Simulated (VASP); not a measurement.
Wanted: the native input for a VASP 6.6.1 run.

```
Task                    : single point
Functional              : PBE
Potentials or basis     : VASP PAW PBE potentials, release 64 (Ta_sv_GW)
Cutoff                  : 400 eV
k mesh                  : 17 × 17 × 17
Occupations             : fermi-dirac, width 0.1 eV
Spin                    : no spin polarisation
Dipole correction       : no
k mesh for the DOS      : 26 × 26 × 26
Occupations for the DOS : tetrahedron
Further INCAR settings  : ALGO = Normal; EDIFF = 1e-06; NBANDS = 20
```

Ta:

```
Ta
1.0
    -2.01373    2.01373    1.09219
     2.01373   -2.01373    1.09219
     2.01373    2.01373   -1.09219
Ta
2
Direct
  0.62500 0.87500 0.75000
  0.37500 0.12500 0.25000
```

The input as run:

POSCAR

```
Ta
1.0
   -2.0137327076      2.0137327076      1.0921851719
    2.0137327076     -2.0137327076      1.0921851719
    2.0137327076      2.0137327076     -1.0921851719
Ta
2
Direct
   -0.3750000000     -0.1250000000     -0.2500000000
    0.3750000000      0.1250000000      0.2500000000
```

INCAR.step1

```
SYSTEM = Ta
  PREC = Accurate
  ENCUT = 400
  EDIFF = 1E-6
  ISMEAR = -1
  SIGMA = 0.1
  LREAL = .FALSE.
  LASPH = .TRUE.
  NELM = 120
  ALGO = Normal
  ISIF = 2
  LWAVE = .FALSE.
  LCHARG = .TRUE.
  LMAXMIX = 4
  GGA = PE
  NBANDS = 20
  GGA_COMPAT = .FALSE.
  NEDOS = 2001
  LORBIT = 11
```

KPOINTS.step1

```
regular mesh
0
G
  17 17 17
  0 0 0
```

INCAR.step2

```
SYSTEM = Ta
  PREC = Accurate
  ENCUT = 400
  EDIFF = 1E-6
  ISMEAR = -5
  SIGMA = 0.1
  LREAL = .FALSE.
  LASPH = .TRUE.
  NELM = 120
  ALGO = Normal
  ISIF = 2
  LWAVE = .FALSE.
  LCHARG = .FALSE.
  LMAXMIX = 4
  GGA = PE
  LORBIT = 10
  NBANDS = 20
  NEDOS = 2001
  ICHARG = 11
  GGA_COMPAT = .FALSE.
```

KPOINTS.step2

```
regular mesh
0
G
  26 26 26
  0 0 0
```

Potentials or basis: VASP PAW PBE potentials, release 64 (Ta_sv_GW).

The run is started by

```bash
$ cat potpaw_PBE.64/Ta_sv_GW/POTCAR > POTCAR
$ cp INCAR.step1 INCAR
$ cp KPOINTS.step1 KPOINTS
$ mpirun -np 1 vasp_std > vasp.out
$ cp INCAR.step2 INCAR
$ cp KPOINTS.step2 KPOINTS
$ mpirun -np 1 vasp_std > vasp.out
```

Run time: 3.3 min on 1 thread of Intel(R) Xeon(R) 6975P-C (Granite Rapids) (shared host), peak memory 0.54 GiB.
